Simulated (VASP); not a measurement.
# Mo: single point with LDA

Crystal: Mo.

```
CELL_PARAMETERS angstrom
-0.94620 1.64991 1.64991
1.64991 -0.94620 1.64991
1.64991 1.64991 -0.94620
ATOMIC_POSITIONS crystal
Mo 0.00000 0.00000 0.00000
```

```json
{
  "Program": "VASP 6.6.1",
  "Task": "single point",
  "Functional": "LDA",
  "Potentials or basis": "VASP PAW LDA potentials, release 64 (Mo_sv)",
  "Cutoff": "520 eV",
  "k mesh": "22 × 22 × 22",
  "Occupations": "gaussian, width 0.15 eV",
  "Spin": "no spin polarisation",
  "Dipole correction": "no",
  "Further INCAR settings": "ALGO = Fast; EDIFF = 1e-07; NBANDS = 13"
}
```

The pressure is 11.4 GPa and the band gap on the k mesh is zero (bands 7 and 8 overlap by 2.87 eV).

Stress tensor (GPa, compression positive):
```
11.45 -6.99 -6.99
-6.99 11.45 -6.99
-6.99 -6.99 11.45
```

Levels at points of the mesh, in eV from the Fermi level:
```
           k point  band 5  band 6  band 7  band 8  band 9  band 10
(0.00, 0.00, 0.00)   -6.87   -4.71   -4.71    4.01    4.28     4.28
(0.50, 0.00, 0.00)   -3.85   -3.78    0.20    0.64    0.81     4.57
(0.50, 0.50, 0.00)   -6.16   -2.64    1.20    1.61    5.59     6.92
(0.50, 0.50, 0.50)   -4.72   -4.72   -3.66    7.14    7.14     7.47
```

It took 78 s on 1 thread of Intel(R) Xeon(R) 6975P-C (Granite Rapids), on a shared host, peak memory 0.29 GiB.

Caveat: the cell stands under pressure.
